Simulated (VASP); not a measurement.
# Pd (Im-3m) in VASP: a series of runs

The runs below take Pd through single point, with PBEsol.

Program: VASP 6.6.1. These are calculated values, not measurements. Logs are shortened: lines on timing, memory, paths and dates and some standing lists are left out, and cuts for length are marked.

## Step 1: The cell of the first run

Symmetry: Im-3m, No. 229, cubic system. Conventional cell: a = 3.084 Å, b = 3.084 Å, c = 3.084 Å, α = 90.00°, β = 90.00°, γ = 90.00°. Pd (site symmetry m-3m) has 14 Pd at 2.67 to 3.08 Å within 3.5 Å.

## Step 2: Single point, PBEsol

The input, INCAR:

```
PREC = Accurate
ENCUT = 500
EDIFF = 1E-6
ISMEAR = -1
SIGMA = 0.05
LREAL = F
LASPH = T
NELM = 120
ALGO = Normal
ISIF = 2
LWAVE = F
LCHARG = T
GGA = PS
LELF = T
LVHAR = T
NBANDS = 11
GGA_COMPAT = F
```

The input, KPOINTS:

```
Automatic mesh
0
Gamma
  12 12 12
```

The input, POSCAR:

```
Pd
1.0
   -1.5417704141      1.5417704141      1.5417704141
    1.5417704141     -1.5417704141      1.5417704141
    1.5417704141      1.5417704141     -1.5417704141
Pd
1
Direct
    0.0000000000      0.0000000000      0.0000000000
```

Potentials or basis: VASP PAW PBE potentials, release 64 (Pd).

Launch:

```console
> cat potpaw_PBE.64/Pd/POTCAR > POTCAR
> mpirun -np 1 vasp_std > vasp.out
```

OUTCAR:

```text
PREC = Accurate
   ENCUT = 500
   EDIFF = 1E-6
   ISMEAR = -1
   LREAL = F
   LASPH = T
   NELM = 120
   ISIF = 2
   GGA = PS

 ion  position               nearest neighbor table
   1  0.000  0.000  0.000-

  LATTYP: Found a body centered cubic cell.
 ALAT       =     3.0835408282

  Lattice vectors:

 A1 = (  -1.5417704141,   1.5417704141,   1.5417704141)
 A2 = (   1.5417704141,  -1.5417704141,   1.5417704141)
 A3 = (   1.5417704141,   1.5417704141,  -1.5417704141)

Analysis of symmetry for initial positions (statically):
=====================================================================
 Subroutine PRICEL returns:
 Original cell was already a primitive cell.

 Routine SETGRP: Setting up the symmetry group for a
 body centered cubic supercell.

 Subroutine GETGRP returns: Found 48 space group operations
[... 9 lines left out ...]

 Routine SETGRP: Setting up the symmetry group for a
 body centered cubic supercell.

 Subroutine GETGRP returns: Found 48 space group operations
[... 11 lines left out ...]
                                     Primitive cell

  volume of cell :      14.6595

  direct lattice vectors                    reciprocal lattice vectors
    -1.541770414  1.541770414  1.541770414     0.000000000  0.324302500  0.324302500
     1.541770414 -1.541770414  1.541770414     0.324302500  0.000000000  0.324302500
     1.541770414  1.541770414 -1.541770414     0.324302500  0.324302500  0.000000000

  length of vectors
     2.670424691  2.670424691  2.670424691     0.458632994  0.458632994  0.458632994

  position of ions in fractional coordinates (direct lattice)
     0.000000000  0.000000000  0.000000000

  ion indices of the primitive-cell ions
   primitive index   ion index
                 1           1

----------------------------------------------------------------------------------------

 KPOINTS: Automatic mesh

Automatic generation of k-mesh.
 Grid dimensions read from file:
 generate k-points for:   12   12   12

 Generating k-lattice:

  Cartesian coordinates                     Fractional coordinates (reciprocal lattice)
     0.000000000  0.027025208  0.027025208     0.083333333  0.000000000  0.000000000
     0.027025208  0.000000000  0.027025208     0.000000000  0.083333333  0.000000000
     0.027025208  0.027025208  0.000000000     0.000000000  0.000000000  0.083333333

  Length of vectors
     0.038219416  0.038219416  0.038219416

  Shift w.r.t. Gamma in fractional coordinates (k-lattice)
     0.000000000  0.000000000  0.000000000

 Subroutine IBZKPT returns following result:
 ===========================================

 Found     72 irreducible k-points:

 Following reciprocal coordinates:
            Coordinates               Weight
  0.000000  0.000000  0.000000      1.000000
  0.083333  0.000000  0.000000     12.000000
  0.166667  0.000000  0.000000     12.000000
  0.250000  0.000000  0.000000     12.000000
  0.333333  0.000000  0.000000     12.000000
  0.416667  0.000000  0.000000     12.000000
[... 16 lines left out ...]
  0.333333  0.083333  0.083333     24.000000
  0.416667  0.083333  0.083333     12.000000
 [... further k-points ...]
   k-points           NKPTS =     72   k-points in BZ     NKDIM =     72   number of bands    NBANDS=     11
   number of dos      NEDOS =    301   number of ions     NIONS =      1
   total plane-waves  NPLWV =   8000
   dimension x,y,z NGX =    20 NGY =   20 NGZ =   20
   dimension x,y,z NGXF=    40 NGYF=   40 NGZF=   40
   ions per type =               1
   NGX,Y,Z   is equivalent  to a cutoff of  12.45, 12.45, 12.45 a.u.
   NGXF,Y,Z  is equivalent  to a cutoff of  24.90, 24.90, 24.90 a.u.
 SYSTEM =  unknown system
   PREC   = accura    normal or accurate (medium, high low for compatibility)
   ISTART =      0    job   : 0-new  1-cont  2-samecut
   ICHARG =      2    charge: 1-file 2-atom 10-const
   ISPIN  =      1    spin polarized calculation?
   LNONCOLLINEAR =      F non collinear calculations
   LSORBIT =      F    spin-orbit coupling
   LASPH  =      T    aspherical Exc in radial PAW
   ENCUT  =  500.0 eV  36.75 Ry    6.06 a.u.   4.87  4.87  4.87*2*pi/ulx,y,z
   NELM   =    120;   NELMIN=  2; NELMDL= -5     # of ELM steps
   EDIFF  = 0.1E-05   stopping-criterion for ELM
   LREAL  =      F    real-space projection
   EDIFFG = 0.1E-04   stopping-criterion for IOM
   NSW    =      0    number of steps for IOM
   IBRION =     -1    ionic relax: 0-MD 1-quasi-New 2-CG
   NFREE  =      0    steps in history (QN), initial steepest desc. (CG)
   ISIF   =      2    stress and relaxation
   ISYM   =      2    0-nonsym 1-usesym 2-fastsym
   POTIM  = 0.5000    time-step for ionic-motion
   TEBEG  =    0.0;   TEEND  =   0.0 temperature during run
   PSTRESS=    0.0 pullay stress
   NELECT =      10.0000    total number of electrons
   NUPDOWN=      -1.0000    fix difference up-down
   EMIN   =  10.00;   EMAX   =-10.00  energy-range for DOS
   EFERMI =   0.00;   METHOD = LEGACY
   ISMEAR =    -1;   SIGMA  =   0.05  broadening in eV -4-tet -1-fermi 0-gaus
   EFERMI_NEDOS =   21; number of points for ismear=-14 and -15
   IALGO  =     38    algorithm
   IMIX   =      4    mixing-type and parameters
     AMIX     =   0.40;   BMIX     =  1.00
     AMIX_MAG =   1.60;   BMIX_MAG =  1.00
  volume/ion in A,a.u.               =      14.66        98.93
  Fermi-wavevector in a.u.,A,eV,Ry     =   1.441125  2.723332 28.257159  2.076843
  Thomas-Fermi vector in A             =   2.559793
   LORBIT       =      0    0 simple, 1 ext, 2 COOP (PROOUT), +10 PAW based schemes
   GGA     = PS    functional components
   LHFCALC =     F    Hartree Fock is set to
   AEXX    =    0.0000 exact exchange contribution
   IVDW    =     0    specifies the selected vdW correction
   LEPSILON=     F    determine dielectric tensor
   LRPA    =     F    only Hartree local field effects (RPA)
 non-spin polarized calculation
  energy-cutoff  :      500.00
  volume of cell :       14.66
 maximum number of plane-waves:       384
   NGX =  9   NGY =  9   NGZ =  9

 number of electron      10.0000000 magnetization

 number of electron       9.9999999 magnetization

 Free energy of the ion-electron system (eV)
  ---------------------------------------------------
  ext. energy  EPLUGINS =         0.00000000
  ---------------------------------------------------
  free energy    TOTEN  =        -5.91511231 eV

  energy without entropy =       -5.90583913  energy(sigma->0) =       -5.91047572

 E-fermi :   9.6923     XC(G=0): -13.4137

 val. band max:        9.6839186954   @ k =  -0.4167   0.4167   0.3333
 cond. band min:       9.6969155952   @ k =  -0.4167   0.4167   0.4167
 fundamental gap:      0.0129968999
 Fermi energy:         9.6922587042

 k-point     1 :       0.0000    0.0000    0.0000
  band No.  band energies     occupation
      1       2.4443      2.00000
      2       6.7147      2.00000
      3       6.7147      2.00000
      4       6.7147      2.00000
      5       8.7563      2.00000
      6       8.7563      2.00000
      7      29.0602      0.00000
      8      29.0602      0.00000
      9      29.0602      0.00000
     10      35.9749      0.00000
     11      37.7213      0.00000

 k-point     2 :       0.0833    0.0000    0.0000
  band No.  band energies     occupation
      1       2.7108      2.00000
      2       6.6229      2.00000
      3       6.7170      2.00000
      4       6.9072      2.00000
      5       8.6510      2.00000
      6       8.7633      2.00000
      7      28.9082      0.00000
      8      29.0926      0.00000
      9      29.3888      0.00000
     10      35.7526      0.00000
     11      35.9008      0.00000

 k-point     3 :       0.1667    0.0000    0.0000
  band No.  band energies     occupation
      1       3.4344      2.00000
      2       6.3802      2.00000
      3       6.7267      2.00000
      4       7.4594      2.00000
      5       8.4657      2.00000
      6       8.7890      2.00000
      7      27.8293      0.00000
      8      28.7326      0.00000
      9      30.2994      0.00000
     10      34.5580      0.00000
     11      34.7745      0.00000

 k-point     4 :       0.2500    0.0000    0.0000
  band No.  band energies     occupation
      1       4.2514      2.00000
      2       6.0660      2.00000
      3       6.9886      2.00000
      4       8.2882      2.00000
      5       8.4208      2.00000
      6       8.8401      2.00000
      7      25.2474      0.00000
      8      27.5165      0.00000
      9      31.5743      0.00000
     10      32.5783      0.00000
     11      34.4033      0.00000

 k-point     5 :       0.3333    0.0000    0.0000
  band No.  band energies     occupation
      1       4.5124      2.00000
      2       5.7693      2.00000
      3       8.1062      2.00000
      4       8.5756      2.00000
      5       8.9110      2.00000
      6       9.2320      1.99980
      7      22.0407      0.00000
      8      26.1370      0.00000
      9      30.0389      0.00000
     10      32.8799      0.00000
     11      34.7026      0.00000

 k-point     6 :       0.4167    0.0000    0.0000
  band No.  band energies     occupation
      1       4.3952      2.00000
      2       5.5620      2.00000
      3       8.6151      2.00000
      4       8.9764      2.00000
      5       9.9781      0.00655
      6      10.0258      0.00253
      7      19.1123      0.00000
      8      25.1648      0.00000
      9      28.2402      0.00000
     10      33.8433      0.00000
     11      35.1069      0.00000

 k-point     7 :       0.5000    0.0000    0.0000
  band No.  band energies     occupation
      1       4.3194      2.00000
      2       5.4880      2.00000
      3       8.6797      2.00000
      4       9.0033      2.00000
      5      10.3456      0.00000
      6      11.0226      0.00000
      7      17.6877      0.00000
      8      24.8204      0.00000
      9      27.5788      0.00000
     10      34.1939      0.00000
     11      35.3211      0.00000

 k-point     8 :       0.0833    0.0833    0.0000
  band No.  band energies     occupation
      1       3.2126      2.00000
      2       6.5199      2.00000
      3       6.6090      2.00000
      4       7.3253      2.00000
      5       8.4821      2.00000
      6       8.8023      2.00000
      7      28.3804      0.00000
      8      29.0303      0.00000
      9      29.7772      0.00000
     10      34.1804      0.00000
     11      35.1208      0.00000
[... 141 lines left out ...]
 k-point    19 :       0.3333    0.3333    0.0000
  band No.  band energies     occupation
      1       5.2905      2.00000
      2       6.4191      2.00000
      3       6.4191      2.00000
      4       8.9619      2.00000
      5       8.9619      2.00000
      6      17.5372      0.00000
      7      17.5372      0.00000
      8      18.3564      0.00000
      9      27.4048      0.00000
     10      33.8699      0.00000
     11      33.8699      0.00000

 k-point    20 :       0.0833    0.0833    0.0833
  band No.  band energies     occupation
      1       3.8855      2.00000
      2       6.3220      2.00000
      3       6.3220      2.00000
      4       8.1215      2.00000
      5       8.6368      2.00000
      6       8.6368      2.00000
      7      27.7167      0.00000
      8      27.7167      0.00000
      9      30.3509      0.00000
     10      31.2053      0.00000
     11      36.0368      0.00000

 k-point    21 :       0.1667    0.0833    0.0833
  band No.  band energies     occupation
      1       4.7217      2.00000
      2       6.0018      2.00000
      3       6.2825      2.00000
      4       8.5648      2.00000
      5       8.7890      2.00000
      6       9.2440      1.99974
      7      25.3967      0.00000
      8      26.5371      0.00000
      9      28.4716      0.00000
     10      31.4567      0.00000
     11      36.0075      0.00000

 k-point    22 :       0.2500    0.0833    0.0833
  band No.  band energies     occupation
      1       4.9600      2.00000
      2       5.7306      2.00000
      3       7.0187      2.00000
      4       8.6246      2.00000
      5       8.9091      2.00000
      6      10.6523      0.00000
      7      22.1839      0.00000
      8      25.3429      0.00000
      9      26.8135      0.00000
     10      32.8306      0.00000
     11      35.9676      0.00000

 k-point    23 :       0.3333    0.0833    0.0833
  band No.  band energies     occupation
      1       4.7944      2.00000
      2       5.5530      2.00000
      3       8.0870      2.00000
      4       8.7245      2.00000
      5       8.9879      2.00000
      6      12.2443      0.00000
      7      19.1861      0.00000
      8      24.5036      0.00000
      9      25.6799      0.00000
     10      33.9731      0.00000
     11      35.9363      0.00000

 k-point    24 :       0.4167    0.0833    0.0833
  band No.  band energies     occupation
      1       4.7080      2.00000
      2       5.4915      2.00000
      3       8.5634      2.00000
      4       8.7660      2.00000
      5       9.0160      2.00000
      6      13.2729      0.00000
      7      17.6348      0.00000
      8      24.2047      0.00000
      9      25.2425      0.00000
     10      34.4060      0.00000
     11      35.9264      0.00000

 [... further k-points ...]

------------------------ aborting loop because EDIFF is reached ----------------------------------------

  FORCE on cell =-STRESS in cart. coord.  units (eV):
  Direction    XX          YY          ZZ          XY          YZ          ZX
  --------------------------------------------------------------------------------------
  -------------------------------------------------------------------------------------
  Total       -0.0294926     -0.0294926     -0.0294926     -0.0000000     -0.0000000      0.0000000
  in kB       -3.2233326     -3.2233326     -3.2233326     -0.0000000     -0.0000000      0.0000000
  external PRESSURE =      -3.2233326 kB  Pullay stress =       0.0000000 kB

 VOLUME and BASIS-vectors are now :
 -----------------------------------------------------------------------------
  energy-cutoff  :      500.00
  volume of cell :       14.66
      direct lattice vectors                 reciprocal lattice vectors
    -1.541770414  1.541770414  1.541770414     0.000000000  0.324302500  0.324302500
     1.541770414 -1.541770414  1.541770414     0.324302500  0.000000000  0.324302500
     1.541770414  1.541770414 -1.541770414     0.324302500  0.324302500  0.000000000

 POSITION                                       TOTAL-FORCE (eV/Angst)
 -----------------------------------------------------------------------------------
      0.00000      0.00000      0.00000         0.000000      0.000000      0.000000
 -----------------------------------------------------------------------------------
    total drift:                                0.000000     -0.000000     -0.000000

  FREE ENERGIE OF THE ION-ELECTRON SYSTEM (eV)
  ---------------------------------------------------
  free  energy   TOTEN  =        -5.9151123053 eV

  energy  without entropy=       -5.9058391341  energy(sigma->0) =       -5.91047572
```

Run time: 11 s. Hardware: 1 thread of AMD EPYC 7R43 (Zen 3), shared host; peak memory 0.1 GiB.

Results:

```
Free energy            : -5.9151 eV
Pressure               : -0.3 GPa
Band gap on the k mesh : zero (band 5 reaches 10.35 eV, above the bottom of band 6 at 8.64 eV)
```

Caveat: the PAW data sets were made with another functional, which shifts forces and pressure a little.

(Part 1 of 2 ends here.)
